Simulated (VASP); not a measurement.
Wanted: the native input for a VASP 6.6.1 run.

| Property | Result |
| --- | --- |
| Task | single point |
| Functional | PBE |
| Potentials or basis | VASP PAW PBE potentials, release 64 (Na_pv, H) |
| Cutoff | 520 eV |
| k mesh | 4 × 4 × 4 |
| Occupations | gaussian, width 0.1 eV |
| Spin | no spin polarisation |
| Dipole correction | no |
| Further INCAR settings | ALGO = Normal; EDIFF = 1e-07; NBANDS = 26 |

The structure of NaH lies in POSCAR:

```
NaH
1.0
    2.4134385502      2.4130419172     -0.0005082636
    2.4116249370     -2.4119574552      4.8384092193
    2.4113674330     -2.4102206117     -4.8373511373
Na H
4 4
Direct
    0.0003962818      0.2492941268      0.7494515085
    0.4996112727      0.7503456213      0.7503139729
    0.5006100893      0.2510013552      0.2499292733
   -0.0004659495      0.7502060674      0.2501288662
   -0.0004212889     -0.0000200600      0.0005540900
    0.4998697894      0.4999159482     -0.0005682881
    0.5000043773      0.9997472785      0.5000108031
    0.0003954281      0.4995096626      0.5001797741
```

These files were run (other wordings do the same):

INCAR

```
PREC = Accurate
ENCUT = 520
EDIFF = 1E-7
ISMEAR = 0
SIGMA = 0.1
LREAL = F
LASPH = T
NELM = 60
ALGO = Normal
ISIF = 2
LWAVE = F
LCHARG = T
GGA = PE
LELF = T
LVHAR = T
NBANDS = 26
```

KPOINTS

```
Automatic mesh
0
Gamma
  4 4 4
```

Potentials or basis: VASP PAW PBE potentials, release 64 (Na_pv, H).

Run with:

```bash
$ cat potpaw_PBE.64/Na_pv/POTCAR potpaw_PBE.64/H/POTCAR > POTCAR
$ mpirun -np 1 vasp_std > vasp.out
```

Results of the run:

* Pressure: 0.0 GPa
* Largest force: 0.011 eV/Å
* Band gap on the k mesh: 3.76 eV

Caveat: the k points lie up to 0.46 Å⁻¹ apart.

It took 2.6 min on 1 thread of AMD EPYC 7R43 64-Core Processor (Zen 3), on a shared host, peak memory 0.22 GiB.
